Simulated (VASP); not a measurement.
Write the native input for VASP 6.6.1 that does the following.

```yaml
Task: single point
Functional: PBE
Dispersion: D3(BJ)
Potentials_or_basis: VASP PAW PBE potentials, release 64 (Mo_sv, S)
Cutoff: 520 eV
k_mesh: 12 × 12 × 4
Occupations: gaussian, width 0.05 eV
Spin: no spin polarisation
Dipole_correction: no
Further_INCAR_settings: ALGO = Normal; EDIFF = 1e-06; NBANDS = 35
```

The structure of MoS2 lies in POSCAR:

```
MoS2
1.0
    3.1179000000      0.0000000000      0.0000000000
   -1.5589500000      2.7001806064      0.0000000000
    0.0000000000      0.0000000000     11.8781000000
Mo S
2 4
Direct
    0.6666666667      0.3333333333      0.2501439769
    0.3333333333      0.6666666667      0.7498560231
    0.3333333333      0.6666666667      0.3795985159
    0.6666666667      0.3333333333      0.8793132861
    0.3333333333      0.6666666667      0.1206867139
    0.6666666667      0.3333333333      0.6204014841
```

The input as run:

INCAR

```
PREC = Accurate ; ENCUT = 520
EDIFF = 1E-6 ; ISMEAR = 0
SIGMA = 0.05 ; LREAL = F
LASPH = T ; NELM = 60
ALGO = Normal ; ISIF = 2
LWAVE = F ; LCHARG = F
GGA = PE ; IVDW = 12
NBANDS = 35
```

KPOINTS

```
Automatic mesh
0
Gamma
  12 12 4
```

Potentials or basis: VASP PAW PBE potentials, release 64 (Mo_sv, S).

Command:

```bash
$ cat potpaw_PBE.64/Mo_sv/POTCAR potpaw_PBE.64/S/POTCAR > POTCAR
$ mpirun -np 1 vasp_std > vasp.out
```

Results of the run:

```yaml
Pressure: 6.4 GPa
Largest_force: 0.737 eV/Å
Band_gap_on_the_k_mesh: 0.73 eV (least direct gap 1.75 eV)
Dispersion_energy_per_atom: -0.455 eV
```

Caveat: the cell stands under pressure.

It took 99 s on 1 thread of AMD EPYC 9R45 96-Core Processor (Zen 5) (shared host), peak memory 0.31 GiB.
